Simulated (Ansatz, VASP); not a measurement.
**Two plane-wave programs on Ba**

The input INCAR:

```
SYSTEM = Ba
ALGO     = Normal         ! electronic algorithm
EDIFF    = 1E-6           ! SCF threshold, eV
ENCUT    = 520            ! plane-wave cutoff, eV
GGA      = PE             ! functional
ISIF     = 2              ! what is computed and relaxed
ISMEAR   = 1              ! smearing method
LASPH    = .TRUE.         ! aspherical terms in the spheres
LCHARG   = .FALSE.        ! write CHGCAR
LREAL    = .FALSE.        ! projectors in reciprocal space
LWAVE    = .FALSE.        ! write WAVECAR
NBANDS   = 11             ! bands
NELM     = 100            ! most SCF steps
PREC     = Accurate       ! precision mode
SIGMA    = 0.03           ! smearing width, eV
```

The input KPOINTS:

```
k-points
0
G
  9 9 9
  0 0 0
```

Contents of POSCAR:

```
Ba
1.0
   -2.5124914082      2.5124914082      2.5124914082
    2.5124914082     -2.5124914082      2.5124914082
    2.5124914082      2.5124914082     -2.5124914082
Ba
1
Direct
    0.0000000000      0.0000000000      0.0000000000
```

Input for Ansatz:

```yaml
crystal:
  lattice:
    - [-2.5124914082, 2.5124914082, 2.5124914082]
    - [2.5124914082, -2.5124914082, 2.5124914082]
    - [2.5124914082, 2.5124914082, -2.5124914082]
  atoms:
    - { symbol: Ba, position: [0.0, 0.0, 0.0] }
hamiltonian:
  xc: pbe
  pseudopotentials:
    kind: paw
    azcp:
      Ba: "pseudopotentials/Ba.paw.azcp"
basis:
  ecutwfc: 420
  fft_grid_basis: typed
kpoints:
  mp_grid: { grid: [9, 9, 9], shift: [0, 0, 0] }
magnetization:
  spin_polarized: false
scf:
  occupations: { method: methfessel_paxton, width: 0.03 }
  lower_state_search: "off"
output:
  stress: true
  write_density: true
  write_potential: true
  elf: true
  volumetric_format: npy
```

Alike in both runs: task single point; functional PBE; k mesh 9 × 9 × 9; occupations methfessel-paxton of order 1, width 0.03 eV; no spin polarisation.

|  | VASP | Ansatz |
| --- | --- | --- |
| version | VASP 6.6.1 | Ansatz 0.2.0 |
| potentials or method | VASP PAW PBE potentials, release 64 (Ba_sv), cutoff 520 eV | plane waves (420 eV) with PAW, scalar-relativistic |
| valence electrons in the cell | 10 | 10 |

Ansatz gave:

| Item | Value |
| --- | --- |
| pressure (GPa) | 0.0 |

**Question.** Which values does VASP return?

**Answer.** Pressure (GPa): 0.1.

Spin-orbit coupling is off throughout.
